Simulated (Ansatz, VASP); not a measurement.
Ag in VASP and in Ansatz

```
CELL_PARAMETERS angstrom
3.31131 3.31131 -3.31131
3.31131 -3.31131 3.31131
-3.31131 -3.31131 -3.31131
ATOMIC_POSITIONS crystal
Ag 0.00000 0.00000 0.44115
Ag 0.50000 0.00000 0.50000
Ag 0.00000 0.50000 0.50000
Ag 0.50000 0.50000 0.50000
Ag 0.00000 0.00000 0.00000
Ag 0.50000 0.00000 0.00000
Ag 0.00000 0.50000 0.00000
Ag 0.50000 0.50000 0.00000
```

Alike in both runs: task single point; functional PBEsol; k mesh 10 × 10 × 10; occupations gaussian, width 0.15 eV; no spin polarisation.

|  | VASP | Ansatz |
| --- | --- | --- |
| version | VASP 6.6.1 | Ansatz 0.2.0 |
| potentials or method | VASP PAW PBE potentials, release 64 (Ag), cutoff 520 eV | scalar-relativistic, plane waves, PAW |
| valence electrons in the cell | 88 | 152 |

VASP gave:

- gap on the k mesh at the Fermi level (eV): none
- pressure (GPa): -6.0
- traceless stress, the component that is largest in VASP (GPa): 0.77
- rms of the force components (eV/Å): 0.476

**Question.** Estimate Ansatz's values.

**Answer.** gap on the k mesh at the Fermi level (eV): none; pressure (GPa): -5.9; traceless stress, the component that is largest in VASP (GPa): 0.77; rms of the force components (eV/Å): 0.482.

VASP's potentials were made for PBE, not for PBEsol. Atom by atom the forces differ by 0.006 eV/Å (rms over components). A gap of «none» marks a metal or a gap that the smearing closes. VASP's potentials hold 88 valence electrons a cell and Ansatz's 152, so a difference there can come from the potentials and not from the codes.
